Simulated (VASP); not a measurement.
Here is a VASP 6.6.1 calculation.

File INCAR:

```
  ALGO = Normal
  EDIFF = 1E-8
  ENCUT = 520
  ISIF = 2
  ISMEAR = -1
  LASPH = True
  LCHARG = False
  LEFG = True
  LREAL = False
  LWAVE = False
  NBANDS = 20
  NELM = 80
  PREC = Accurate
  SIGMA = 0.03
```

File KPOINTS:

```
k-points
0
Gamma
  13 13 13
```

POSCAR

```
TaRu
1.0
    3.1656100938      0.0000000000      0.0000000000
    0.0000000000      3.1656100938      0.0000000000
    0.0000000000      0.0000000000      3.1656100938
Ta Ru
1 1
Direct
    0.5000000000      0.5000000000      0.5000000000
    0.0000000000      0.0000000000      0.0000000000
```

Potentials or basis: VASP PAW LDA potentials, release 64 (Ta_pv, Ru_pv).

Launch:

```console
$ cat potpaw_LDA.64/Ta_pv/POTCAR potpaw_LDA.64/Ru_pv/POTCAR > POTCAR
$ mpirun -np 1 vasp_std > vasp.out
```

Question: Estimate the band gap on the k mesh.

Answer: Zero (an odd number of electrons rules out a gap without spin polarisation).

Question: What does it give for the pressure?

Answer: -11.0 GPa.

Caveat: the cell stands under tension; spin-orbit coupling is left out, which moves the levels of the heavy elements.
